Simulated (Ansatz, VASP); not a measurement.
Au: VASP beside Ansatz

```xyz
1
Lattice="-1.6963 1.6963 1.6963 1.6963 -1.6963 1.6963 1.6963 1.6963 -1.6963" Properties=species:S:1:pos:R:3 pbc="T T T"
Au    0.0000    0.0000    0.0000
```

Alike in both runs: functional LDA; k mesh 18 × 18 × 18; occupations fermi-dirac, width 0.05 eV; no spin polarisation.

Ansatz relaxed the structure, and its values are those at the end. VASP's run is a single point on that final structure, the one shown.

|  | VASP | Ansatz |
| --- | --- | --- |
| version | VASP 6.6.1 | Ansatz 0.2.0 |
| potentials or method | VASP PAW LDA potentials, release 64 (Au), cutoff 520 eV | all-electron LAPW, non-relativistic |

Ansatz gave:

| Item | Value |
| --- | --- |
| pressure (GPa) | 0.0 |

Q: Estimate VASP's values.

A: Pressure (GPa): -19.1.

LDA's correlation is that of Perdew and Zunger in VASP and of Perdew and Wang (1992) in Ansatz. One of these differences is far larger than is usual between the two programs; its cause wasn't traced. Ansatz ran all-electron here, and VASP with PAW potentials.

Spin-orbit coupling is off throughout.
